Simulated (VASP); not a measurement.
# Sb (Fm-3m) in VASP: further runs

Runs on Sb. Level: PBEsol. Tasks: electric field gradients.

Program: VASP 6.6.1. These are calculated values, not measurements. Logs are shortened: lines on timing, memory, paths and dates and some standing lists are left out, and cuts for length are marked.

## 1. The cell of the first run

Symmetry: Fm-3m, No. 225, cubic system. The conventional cell has a = 4.641 Å, b = 4.641 Å, c = 4.641 Å, α = 90.00°, β = 90.00°, γ = 90.00°. Sb (site symmetry m-3m) has 12 Sb at 3.28 Å within 4.3 Å.

## 2. Electric field gradients, PBEsol (volume scaled by 1.02)

Input file INCAR:

```
SYSTEM = Sb
  PREC = Accurate
  ENCUT = 520
  EDIFF = 1E-8
  ISMEAR = -1
  SIGMA = 0.05
  LREAL = .False.
  LASPH = .True.
  NELM = 60
  ALGO = Normal
  ISIF = 2
  LWAVE = .False.
  LCHARG = .False.
  GGA = PS
  LEFG = .True.
  NBANDS = 8
```

Input file KPOINTS:

```
Automatic mesh
0
Gamma
  12 12 12
  0 0 0
```

Input file POSCAR:

```
Sb
1.0
    0.0000000000      2.3202653455      2.3202653455
    2.3202653455      0.0000000000      2.3202653455
    2.3202653455      2.3202653455      0.0000000000
Sb
1
Direct
    0.0000000000      0.0000000000      0.0000000000
```

Potentials or basis: VASP PAW PBE potentials, release 64 (Sb).

Command:

```
$ cat potpaw_PBE.64/Sb/POTCAR > POTCAR
$ mpirun -np 1 vasp_std > vasp.out
```

OUTCAR:

```text
SYSTEM = Sb
   PREC = Accurate
   ENCUT = 520
   EDIFF = 1E-8
   ISMEAR = -1
   LREAL = .False.
   LASPH = .True.
   NELM = 60
   ISIF = 2
   GGA = PS

 ion  position               nearest neighbor table
   1  0.000  0.000  0.000-

  LATTYP: Found a face centered cubic cell.
 ALAT       =     4.6405306910

  Lattice vectors:

 A1 = (   0.0000000000,   2.3202653455,   2.3202653455)
 A2 = (   2.3202653455,   0.0000000000,   2.3202653455)
 A3 = (   2.3202653455,   2.3202653455,   0.0000000000)

Analysis of symmetry for initial positions (statically):
=====================================================================
 Subroutine PRICEL returns:
 Original cell was already a primitive cell.

 Routine SETGRP: Setting up the symmetry group for a
 face centered cubic supercell.

 Subroutine GETGRP returns: Found 48 space group operations
 (whereof 48 operations were pure point group operations)
 out of a pool of 48 trial point group operations.

The static configuration has the point symmetry O_h .

Analysis of symmetry for dynamics (positions and initial velocities):
=====================================================================
 Subroutine PRICEL returns:
 Original cell was already a primitive cell.

 Routine SETGRP: Setting up the symmetry group for a
 face centered cubic supercell.

 Subroutine GETGRP returns: Found 48 space group operations
 (whereof 48 operations were pure point group operations)
 out of a pool of 48 trial point group operations.

The dynamic configuration has the point symmetry O_h .

 Subroutine INISYM returns: Found 48 space group operations
 (whereof 48 operations are pure point group operations),
 and found     1 'primitive' translations

----------------------------------------------------------------------------------------

                                     Primitive cell

  volume of cell :      24.9829

  direct lattice vectors                    reciprocal lattice vectors
     0.000000000  2.320265346  2.320265346    -0.215492595  0.215492595  0.215492595
     2.320265346  0.000000000  2.320265346     0.215492595 -0.215492595  0.215492595
     2.320265346  2.320265346  0.000000000     0.215492595  0.215492595 -0.215492595

  length of vectors
     3.281350720  3.281350720  3.281350720     0.373244123  0.373244123  0.373244123

  position of ions in fractional coordinates (direct lattice)
     0.000000000  0.000000000  0.000000000

  ion indices of the primitive-cell ions
   primitive index   ion index
                 1           1

----------------------------------------------------------------------------------------

 KPOINTS: Automatic mesh

Automatic generation of k-mesh.
 Grid dimensions read from file:
 generate k-points for:   12   12   12

 Generating k-lattice:

  Cartesian coordinates                     Fractional coordinates (reciprocal lattice)
    -0.017957716  0.017957716  0.017957716     0.083333333  0.000000000  0.000000000
     0.017957716 -0.017957716  0.017957716     0.000000000  0.083333333  0.000000000
     0.017957716  0.017957716 -0.017957716     0.000000000  0.000000000  0.083333333

  Length of vectors
     0.031103677  0.031103677  0.031103677

  Shift w.r.t. Gamma in fractional coordinates (k-lattice)
     0.000000000  0.000000000  0.000000000

 Subroutine IBZKPT returns following result:
 ===========================================

 Found     72 irreducible k-points:

 Following reciprocal coordinates:
            Coordinates               Weight
  0.000000  0.000000  0.000000      1.000000
  0.083333  0.000000  0.000000      8.000000
  0.166667  0.000000  0.000000      8.000000
  0.250000  0.000000  0.000000      8.000000
  0.333333  0.000000  0.000000      8.000000
  0.416667  0.000000  0.000000      8.000000
[... 16 lines left out ...]
  0.500000  0.166667  0.000000     24.000000
 -0.416667  0.166667  0.000000     24.000000
 [... further k-points ...]
   k-points           NKPTS =     72   k-points in BZ     NKDIM =     72   number of bands    NBANDS=      8
   number of dos      NEDOS =    301   number of ions     NIONS =      1
   total plane-waves  NPLWV =  13824
   dimension x,y,z NGX =    24 NGY =   24 NGZ =   24
   dimension x,y,z NGXF=    48 NGYF=   48 NGZF=   48
   ions per type =               1
   NGX,Y,Z   is equivalent  to a cutoff of  12.16, 12.16, 12.16 a.u.
   NGXF,Y,Z  is equivalent  to a cutoff of  24.32, 24.32, 24.32 a.u.
 SYSTEM =  Sb
   PREC   = accura    normal or accurate (medium, high low for compatibility)
   ISTART =      0    job   : 0-new  1-cont  2-samecut
   ICHARG =      2    charge: 1-file 2-atom 10-const
   ISPIN  =      1    spin polarized calculation?
   LNONCOLLINEAR =      F non collinear calculations
   LSORBIT =      F    spin-orbit coupling
   LASPH  =      T    aspherical Exc in radial PAW
   ENCUT  =  520.0 eV  38.22 Ry    6.18 a.u.   6.10  6.10  6.10*2*pi/ulx,y,z
   NELM   =     60;   NELMIN=  2; NELMDL= -5     # of ELM steps
   EDIFF  = 0.1E-07   stopping-criterion for ELM
   LREAL  =      F    real-space projection
   EDIFFG = 0.1E-06   stopping-criterion for IOM
   NSW    =      0    number of steps for IOM
   IBRION =     -1    ionic relax: 0-MD 1-quasi-New 2-CG
   NFREE  =      0    steps in history (QN), initial steepest desc. (CG)
   ISIF   =      2    stress and relaxation
   ISYM   =      2    0-nonsym 1-usesym 2-fastsym
   POTIM  = 0.5000    time-step for ionic-motion
   TEBEG  =    0.0;   TEEND  =   0.0 temperature during run
   PSTRESS=    0.0 pullay stress
   NELECT =       5.0000    total number of electrons
   NUPDOWN=      -1.0000    fix difference up-down
   EMIN   =  10.00;   EMAX   =-10.00  energy-range for DOS
   EFERMI =   0.00;   METHOD = LEGACY
   ISMEAR =    -1;   SIGMA  =   0.05  broadening in eV -4-tet -1-fermi 0-gaus
   EFERMI_NEDOS =   21; number of points for ismear=-14 and -15
   IALGO  =     38    algorithm
   IMIX   =      4    mixing-type and parameters
     AMIX     =   0.40;   BMIX     =  1.00
     AMIX_MAG =   1.60;   BMIX_MAG =  1.00
  volume/ion in A,a.u.               =      24.98       168.59
  Fermi-wavevector in a.u.,A,eV,Ry     =   0.957599  1.809600 12.476495  0.916997
  Thomas-Fermi vector in A             =   2.086632
   LORBIT       =      0    0 simple, 1 ext, 2 COOP (PROOUT), +10 PAW based schemes
   GGA     = PS    functional components
   LHFCALC =     F    Hartree Fock is set to
   AEXX    =    0.0000 exact exchange contribution
   IVDW    =     0    specifies the selected vdW correction
   LEPSILON=     F    determine dielectric tensor
   LRPA    =     F    only Hartree local field effects (RPA)
 non-spin polarized calculation
  energy-cutoff  :      520.00
  volume of cell :       24.98
 maximum number of plane-waves:       692
   NGX = 13   NGY = 13   NGZ = 13

 number of electron       5.0000000 magnetization

 Free energy of the ion-electron system (eV)
  ---------------------------------------------------
  ext. energy  EPLUGINS =         0.00000000
  ---------------------------------------------------
  free energy    TOTEN  =        -4.28368533 eV

  energy without entropy =       -4.27675983  energy(sigma->0) =       -4.28022258

 E-fermi :   9.4356     XC(G=0): -10.6607

 val. band max:        9.3692147396   @ k =   0.5000   0.4167   0.0833
 cond. band min:       9.4399510998   @ k =  -0.1667   0.1667   0.0000
 fundamental gap:      0.0707363603
 Fermi energy:         9.4355697004

 k-point     1 :       0.0000    0.0000    0.0000
  band No.  band energies     occupation
      1      -4.1643      2.00000
      2      15.2690      0.00000
      3      15.2690      0.00000
      4      15.2690      0.00000
      5      19.6287      0.00000
      6      19.6315      0.00000
      7      19.6315      0.00000
      8      19.6315      0.00000

 k-point     2 :       0.0833    0.0000    0.0000
  band No.  band energies     occupation
      1      -4.0167      2.00000
      2      13.8663      0.00000
      3      15.0596      0.00000
      4      15.0596      0.00000
      5      18.5885      0.00000
      6      19.9653      0.00000
      7      19.9653      0.00000
      8      21.5923      0.00000

 k-point     3 :       0.1667    0.0000    0.0000
  band No.  band energies     occupation
      1      -3.5753      2.00000
      2      11.2580      0.00000
      3      14.5967      0.00000
      4      14.5967      0.00000
      5      18.1463      0.00000
      6      20.5244      0.00000
      7      20.5244      0.00000
      8      22.1585      0.00000

 k-point     4 :       0.2500    0.0000    0.0000
  band No.  band energies     occupation
      1      -2.8470      2.00000
      2       8.5881      2.00000
      3      14.1107      0.00000
      4      14.1107      0.00000
      5      17.9096      0.00000
      6      20.0737      0.00000
      7      20.0737      0.00000
      8      21.2194      0.00000

 k-point     5 :       0.3333    0.0000    0.0000
  band No.  band energies     occupation
      1      -1.8559      2.00000
      2       6.1386      2.00000
      3      13.7190      0.00000
      4      13.7190      0.00000
      5      17.8536      0.00000
      6      19.3513      0.00000
      7      19.3513      0.00000
      8      20.1536      0.00000

 k-point     6 :       0.4167    0.0000    0.0000
  band No.  band energies     occupation
      1      -0.7036      2.00000
      2       4.0908      2.00000
      3      13.4708      0.00000
      4      13.4708      0.00000
      5      17.9586      0.00000
      6      18.8696      0.00000
      7      18.8696      0.00000
      8      19.3600      0.00000

 k-point     7 :       0.5000    0.0000    0.0000
  band No.  band energies     occupation
      1       0.0233      2.00000
      2       3.0624      2.00000
      3      13.3862      0.00000
      4      13.3862      0.00000
      5      18.0751      0.00000
      6      18.7042      0.00000
      7      18.7042      0.00000
      8      19.0125      0.00000
[... 133 lines left out ...]
 k-point    20 :       0.2500    0.1667    0.0000
  band No.  band energies     occupation
      1      -2.8412      2.00000
      2      10.5435      0.00000
      3      12.3734      0.00000
      4      12.7521      0.00000
      5      16.4454      0.00000
      6      17.5960      0.00000
      7      22.7341      0.00000
      8      23.0573      0.00000

 k-point    21 :       0.3333    0.1667    0.0000
  band No.  band energies     occupation
      1      -2.0251      2.00000
      2       8.0919      2.00000
      3      11.9871      0.00000
      4      11.9880      0.00000
      5      16.1514      0.00000
      6      18.5390      0.00000
      7      22.3238      0.00000
      8      22.4893      0.00000

 k-point    22 :       0.4167    0.1667    0.0000
  band No.  band energies     occupation
      1      -0.9705      2.00000
      2       5.8419      2.00000
      3      11.1499      0.00000
      4      11.8709      0.00000
      5      15.8718      0.00000
      6      20.1288      0.00000
      7      21.4859      0.00000
      8      22.3259      0.00000

 k-point    23 :       0.5000    0.1667    0.0000
  band No.  band energies     occupation
      1       0.1349      2.00000
      2       4.0784      2.00000
      3      10.4401      0.00000
      4      12.0358      0.00000
      5      15.9029      0.00000
      6      20.8187      0.00000
      7      20.8536      0.00000
      8      23.1469      0.00000

 k-point    24 :      -0.4167    0.1667    0.0000
  band No.  band energies     occupation
      1       0.3853      2.00000
      2       3.7419      2.00000
      3       9.9479      0.00007
      4      12.4738      0.00000
      5      16.2385      0.00000
      6      20.3707      0.00000
      7      20.6343      0.00000
      8      23.7544      0.00000

 [... further k-points ...]
[... 5 lines left out ...]
  --------------------------------------------------------------------------------------
  -------------------------------------------------------------------------------------
  Total        0.5516804      0.5516804      0.5516804      0.0000000      0.0000000     -0.0000000
  in kB       35.3797834     35.3797834     35.3797834      0.0000000      0.0000000     -0.0000000
  external PRESSURE =      35.3797834 kB  Pullay stress =       0.0000000 kB

 VOLUME and BASIS-vectors are now :
 -----------------------------------------------------------------------------
  energy-cutoff  :      520.00
  volume of cell :       24.98
      direct lattice vectors                 reciprocal lattice vectors
     0.000000000  2.320265346  2.320265346    -0.215492595  0.215492595  0.215492595
     2.320265346  0.000000000  2.320265346     0.215492595 -0.215492595  0.215492595
     2.320265346  2.320265346  0.000000000     0.215492595  0.215492595 -0.215492595

 POSITION                                       TOTAL-FORCE (eV/Angst)
 -----------------------------------------------------------------------------------
      0.00000      0.00000      0.00000         0.000000      0.000000      0.000000
 -----------------------------------------------------------------------------------
    total drift:                                0.000000      0.000000      0.000000

  FREE ENERGIE OF THE ION-ELECTRON SYSTEM (eV)
  ---------------------------------------------------
  free  energy   TOTEN  =        -4.2836853312 eV

  energy  without entropy=       -4.2767598253  energy(sigma->0) =       -4.28022258

 Electric field gradients (V/A^2)
---------------------------------------------------------------------
 ion       V_xx      V_yy      V_zz      V_xy      V_xz      V_yz
---------------------------------------------------------------------
   1      -0.000     0.000     0.000    -0.000    -0.000    -0.000
---------------------------------------------------------------------

 Electric field gradients after diagonalization (V/A^2)
 (convention: |V_zz| > |V_xx| > |V_yy|)
----------------------------------------------------------------------
 ion       V_xx      V_yy      V_zz     asymmetry (V_yy - V_xx)/ V_zz
----------------------------------------------------------------------
   1       0.000     0.000    -0.000       0.000
----------------------------------------------------------------------

           NMR quadrupolar parameters

 Cq : quadrupolar parameter    Cq=e*Q*V_zz/h
 eta: asymmetry parameters     (V_yy - V_xx)/ V_zz
 Q  : nuclear electric quadrupole moment in mb (millibarn)
----------------------------------------------------------------------
 ion       Cq(MHz)       eta       Q (mb)
----------------------------------------------------------------------
   1      -0.000       0.000       1.000
----------------------------------------------------------------------
```

It took 7.3 s on 1 thread of Intel Xeon Platinum 8259CL at 2.50GHz (Skylake/Cascade Lake), shared host; peak memory 0.14 GiB.

What came out:

- Free energy: -4.2837 eV
- Pressure: 3.5 GPa

Levels at points of the mesh, in eV from the Fermi level:
| k point | band 1 | band 2 | band 3 | band 4 | band 5 | band 6 | band 7 |
| --- | --- | --- | --- | --- | --- | --- | --- |
| (0.00, 0.00, 0.00) | -13.60 | 5.83 | 5.83 | 5.83 | 10.19 | 10.20 | 10.20 |
| (0.50, 0.00, 0.00) | -9.41 | -6.37 | 3.95 | 3.95 | 8.64 | 9.27 | 9.27 |
| (0.50, 0.50, 0.00) | -7.57 | -5.40 | 0.34 | 0.34 | 4.16 | 4.54 | 18.07 |

Caveat: without QUAD_EFG the Cq values of the log hold for a quadrupole moment of 1 mb, not for the nuclei; the PAW data sets were made with another functional, which shifts forces and pressure a little; spin-orbit coupling is left out, which moves the levels of the heavy elements.

(Part 1 of 2 ends here.)
